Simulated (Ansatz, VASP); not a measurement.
Ge5W: VASP beside Ansatz

```
CELL_PARAMETERS angstrom
4.80669 0.00000 0.00000
-2.40335 4.16272 0.00000
0.00000 0.00000 5.25893
ATOMIC_POSITIONS crystal
Ge 0.66667 0.33333 0.74034
Ge 0.00000 0.00000 0.00000
Ge 0.66667 0.33333 0.25966
Ge 0.33333 0.66667 0.25966
Ge 0.33333 0.66667 0.74034
W 0.00000 0.00000 0.50000
```

Change from the starting cell: species swapped into the BaSn5 type (P6/mmm, No. 191).

Alike in both runs: functional PBE; k mesh 12 × 12 × 8; occupations gaussian, width 0.1 eV; no spin polarisation.

Ansatz relaxed the structure, and its values are those at the end. VASP's run is a single point on that final structure, the one shown.

```csv
,VASP,Ansatz
version,VASP 6.6.1,Ansatz 0.2.0
potentials or method,"VASP PAW PBE potentials, release 64 (Ge_d, W_sv), cutoff 520 eV","scalar-relativistic, plane waves, PAW"
valence electrons in the cell,84,84
```

```csv
,VASP,Ansatz,Ansatz less VASP
gap on the k mesh at the Fermi level (eV),none,none,-
pressure (GPa),0.1,0.0,-0.05
```

A gap of «none» marks a metal or a gap that the smearing closes. The functional is the same, so the differences come from potentials, cutoffs and numerics.

Neither program's run includes spin-orbit coupling.
